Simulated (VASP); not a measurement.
Wanted: the native input for a VASP 6.6.1 run.

```
Task                   : relaxation of the atoms
Functional             : r2SCAN
Potentials or basis    : VASP PAW PBE potentials, release 64 (Lu, H)
Cutoff                 : 520 eV
k mesh                 : 12 × 12 × 12
Occupations            : fermi-dirac, width 0.1 eV
Spin                   : no spin polarisation
Dipole correction      : no
Further INCAR settings : ALGO = Normal; EDIFF = 1e-07; IBRION = 2; EDIFFG = -0.01; NSW = 50
```

The system is LuH2.

```
Lu H
1.0
     0.00000    2.44590    2.44590
     2.44590    0.00000    2.44590
     2.44590    2.44590    0.00000
Lu H
1 2
Direct
  0.00000 0.00000 0.00000
  0.25000 0.25000 0.25000
  0.75000 0.75000 0.75000
```

These files were run (other wordings do the same):

POSCAR

```
LuH2
1.0
    0.0000000000      2.4458954900      2.4458954900
    2.4458954900      0.0000000000      2.4458954900
    2.4458954900      2.4458954900      0.0000000000
Lu H
1 2
Direct
    0.0000000000      0.0000000000      0.0000000000
    0.2500000000      0.2500000000      0.2500000000
    0.7500000000      0.7500000000      0.7500000000
```

INCAR.step1

```
PREC = Accurate
ENCUT = 520
ISMEAR = -1
SIGMA = 0.1
LREAL = False
LASPH = True
NELM = 80
GGA = PE
ALGO = Normal
EDIFF = 1E-4
LWAVE = True
LCHARG = False
```

INCAR.step2

```
PREC = Accurate
ENCUT = 520
EDIFF = 1E-7
ISMEAR = -1
SIGMA = 0.1
LREAL = False
LASPH = True
NELM = 80
ALGO = Normal
ISIF = 2
LWAVE = False
LCHARG = False
METAGGA = R2SCAN
LMIXTAU = True
IBRION = 2
NSW = 50
EDIFFG = -0.01
ISTART = 1
```

KPOINTS

```
regular mesh
0
Gamma
  12 12 12
```

Potentials or basis: VASP PAW PBE potentials, release 64 (Lu, H).

Command:

```bash
$ cat potpaw_PBE.64/Lu/POTCAR potpaw_PBE.64/H/POTCAR > POTCAR
$ cp INCAR.step1 INCAR
$ mpirun -np 1 vasp_std > vasp.out
$ cp INCAR.step2 INCAR
$ mpirun -np 1 vasp_std > vasp.out
```

It gave:

```yaml
Pressure_after_relaxing: 7.4 GPa
Band_gap_on_the_k_mesh: zero (an odd number of electrons rules out a gap without spin polarisation)
```

Caveat: the relaxation stopped at its first step, so nothing moved; the PAW data sets were made with another functional, which shifts forces and pressure a little; spin-orbit coupling is left out, which moves the levels of the heavy elements.

Wall time 3.2 min on 1 thread of Intel(R) Xeon(R) Platinum 8259CL CPU @ 2.50GHz (Skylake/Cascade Lake), on a shared host, peak memory 0.21 GiB.
